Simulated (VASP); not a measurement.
Write the native input for VASP 6.6.1 that does the following.

```yaml
Task: single point
Functional: RPBE
Potentials_or_basis: VASP PAW PBE potentials, release 64 (Sr_sv, Ti_sv, O)
Cutoff: 600 eV
k_mesh: 8 × 8 × 8
Occupations: gaussian, width 0.02 eV
Spin: no spin polarisation
Dipole_correction: no
Further_INCAR_settings: ALGO = Normal; EDIFF = 1e-06; NBANDS = 51
```

The structure of SrTiO3 lies in POSCAR:

```
SrTiO3
1.0
   -2.8044531793      2.8044531793      3.9786079285
    2.8044531793     -2.8044531793      3.9786079285
    2.8044531793      2.8044531793     -3.9786079285
Sr Ti O
2 2 6
Direct
    0.7500000000      0.2500000000      0.5000000000
    0.2500000000      0.7500000000      0.5000000000
    0.0000000000      0.0000000000      0.0000000000
    0.5000000000      0.5000000000      0.0000000000
    0.7685457627      0.2685457627      0.0370915253
    0.2685457627      0.2314542373      0.5000000000
    0.7314542373      0.7685457627      0.5000000000
    0.2314542373      0.7314542373      0.9629084747
    0.7500000000      0.7500000000      0.0000000000
    0.2500000000      0.2500000000      0.0000000000
```

One way to write it, as run:

INCAR

```
ALGO = Normal ; EDIFF = 1E-6
ENCUT = 600 ; GGA = RP
GGA_COMPAT = F ; ISIF = 2
ISMEAR = 0 ; LASPH = T
LCHARG = F ; LREAL = F
LWAVE = F ; NBANDS = 51
NELM = 120 ; PREC = Accurate
SIGMA = 0.02
```

KPOINTS

```
k-points
0
Gamma
  8 8 8
```

Potentials or basis: VASP PAW PBE potentials, release 64 (Sr_sv, Ti_sv, O).

The run is started by

```console
$ cat potpaw_PBE.64/Sr_sv/POTCAR potpaw_PBE.64/Ti_sv/POTCAR potpaw_PBE.64/O/POTCAR > POTCAR
$ mpirun -np 1 vasp_std > vasp.out
```

It gave:

```json
{"Pressure": "0.4 GPa", "Largest force": "0.004 eV/Å", "Band gap on the k mesh": "1.86 eV"}
```

Caveat: the PAW data sets were made with another functional, which shifts forces and pressure a little.

Wall time 19 min on 1 thread of AMD EPYC 7R13 (shared host), peak memory 0.59 GiB.
